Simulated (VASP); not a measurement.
Write the native input for VASP 6.6.1 that does the following.

| Quantity | Value |
| --- | --- |
| Task | relaxation of the atoms |
| Functional | PBEsol |
| Potentials or basis | VASP PAW PBE potentials, release 64 (C) |
| Cutoff | 520 eV |
| k mesh | 10 × 10 × 4 |
| Occupations | gaussian, width 0.01 eV |
| Spin | no spin polarisation |
| Dipole correction | no |
| Further INCAR settings | ALGO = Normal; EDIFF = 1e-07; IBRION = 2; EDIFFG = -0.002; NSW = 100 |

The structure of C lies in POSCAR:

```
C
1.0
    2.4465116514      0.0000000000      0.0000000000
   -1.2232558257      2.1187412408      0.0000000000
    0.0000000000      0.0000000000      7.2108719366
C
4
Direct
    0.0000000000      0.0000000000      0.0025001411
    0.0000000000      0.0000000000      0.5025001411
    0.3333333333      0.6666666667      0.0024998589
    0.6666666667      0.3333333333      0.5024998589
```

One way to write it, as run:

INCAR

```
SYSTEM = C
ALGO = Normal
EDIFF = 1E-7
EDIFFG = -0.002
ENCUT = 520
GGA = PS
IBRION = 2
ISIF = 2
ISMEAR = 0
LASPH = .TRUE.
LCHARG = .FALSE.
LREAL = .FALSE.
LWAVE = .FALSE.
NELM = 60
NSW = 100
PREC = Accurate
SIGMA = 0.01
```

KPOINTS

```
k-points
0
G
  10 10 4
  0 0 0
```

Potentials or basis: VASP PAW PBE potentials, release 64 (C).

Command:

```sh
$ cat potpaw_PBE.64/C/POTCAR > POTCAR
$ mpirun -np 1 vasp_std > vasp.out
```

It gave:

```yaml
Pressure_after_relaxing: 4.7 GPa
```

Caveat: this functional lacks dispersion, which binds layers or chains, so the pressure and a relaxed spacing across them are unreliable; the PAW data sets were made with another functional, which shifts forces and pressure a little.

It took 11 s on 1 thread of Intel(R) Xeon(R) Platinum 8488C (Sapphire Rapids) (shared host), peak memory 0.14 GiB.
